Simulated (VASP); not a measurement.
A run of VASP 6.6.1:

File INCAR:

```
SYSTEM = Al
ALGO = Normal
EDIFF = 1E-6
ENCUT = 400
GGA = PE
GGA_COMPAT = .False.
ISIF = 2
ISMEAR = 0
LASPH = .True.
LCHARG = .True.
LELF = .True.
LREAL = .False.
LVHAR = .True.
LWAVE = .False.
NBANDS = 12
NELM = 120
PREC = Accurate
SIGMA = 0.05
```

The input KPOINTS:

```
k-points
0
Gamma
  4 4 4
  0 0 0
```

POSCAR

```
Al
1.0
    4.0500000000      0.0000000000      0.0000000000
    0.0000000000      4.0500000000      0.0000000000
    0.0000000000      0.0000000000      4.0500000000
Al
3
Direct
    0.0000000000      0.0000000000      0.0000000000
    0.5000000000      0.0000000000      0.5000000000
    0.0000000000      0.5000000000      0.5000000000
```

Potentials or basis: VASP PAW PBE potentials, release 64 (Al).

Run with:

```console
$ cat potpaw_PBE.64/Al/POTCAR > POTCAR
$ mpirun -np 1 vasp_std > vasp.out
```

Hardware: 1 thread of Intel(R) Xeon(R) Platinum 8375C CPU @ 2.90GHz (Ice Lake), on a shared host.

Task: Estimate the wall time of this run.

Result: Wall time 9.1 s on 1 thread of Intel(R) Xeon(R) Platinum 8375C CPU @ 2.90GHz (Ice Lake) (shared host), peak memory 0.14 GiB. Counts: scf iterations 11, k points 10.
